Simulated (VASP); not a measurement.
HfN:

```
Hf N
1.0
     3.09155    0.00000    0.00000
    -1.54578    2.67736    0.00000
     0.00000    0.00000    5.34356
Hf N
2 2
Direct
  0.33333 0.66667 0.25000
  0.66667 0.33333 0.75000
  0.00000 0.00000 0.50000
  0.00000 0.00000 0.00000
```

Base run:

| Quantity | Value |
| --- | --- |
| Program | VASP 6.6.1 |
| Functional | r2SCAN |
| Potentials or basis | VASP PAW PBE potentials, release 64 (Hf_pv, N) |
| Cutoff | 520 eV |
| k mesh | 10 × 10 × 5 |
| Occupations | fermi-dirac, width 0.05 eV |
| Spin | no spin polarisation |

Its results: band gap on the k mesh zero (bands 15 and 16 overlap by 1.85 eV); pressure 12.3 GPa.

Q: The run is repeated on the same cell with these changes: functional from r2SCAN to LDA; potentials or basis from VASP PAW PBE potentials, release 64 (Hf_pv, N) to VASP PAW LDA potentials, release 64 (Hf_pv, N). What comes out?

A: Band gap on the k mesh zero (bands 15 and 16 overlap by 1.82 eV); pressure 1.4 GPa.

Caveats: spin-orbit coupling is left out, which moves the levels of the heavy elements; the cell stands under pressure (at least some runs); the PAW data sets were made with another functional, which shifts forces and pressure a little (at least some runs).
